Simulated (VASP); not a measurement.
# Li: single point with PBE

The system is Li.

```
Li
1.0
    -1.41628    2.50338    4.16442
     1.41628   -2.50338    4.16442
     1.41628    2.50338   -4.16442
Li
3
Direct
  0.32481 0.82481 0.50000
  0.67519 0.17519 0.50000
  0.00000 0.00000 0.00000
```

```
Program             : VASP 6.6.1
Task                : single point
Functional          : PBE
Potentials or basis : VASP PAW PBE potentials, release 64 (Li_sv)
Cutoff              : 520 eV
k mesh              : 18 × 18 × 18
Occupations         : gaussian, width 0.1 eV
Spin                : no spin polarisation
```

The largest force is 0.011 eV/Å. The band gap on the k mesh is zero (an odd number of electrons rules out a gap without spin polarisation).

Forces on the atoms (eV/Å):
```
Li   0.000  0.000  0.011
Li   0.000  0.000 -0.011
Li   0.000  0.000  0.000
```

Levels at points of the mesh, in eV from the Fermi level:
```tsv
k point	band 1	band 2	band 3	band 4	band 5	band 6	band 7	band 8
(0.00, 0.00, 0.00)	-46.53	-46.50	-46.49	-3.56	1.89	2.06	2.13	2.33
(0.50, 0.00, 0.00)	-46.52	-46.50	-46.49	-2.07	-2.07	0.15	3.26	7.95
(0.00, 0.50, 0.00)	-46.51	-46.48	-46.48	-0.33	1.16	3.57	3.58	4.24
(0.50, 0.50, 0.00)	-46.51	-46.49	-46.48	0.62	1.25	1.69	2.82	4.24
(0.50, 0.50, 0.50)	-46.52	-46.50	-46.49	-1.99	-1.96	-0.12	2.93	8.22
```

Wall time 14 min on 1 thread of Intel Xeon 8259CL (shared host), peak memory 0.57 GiB.
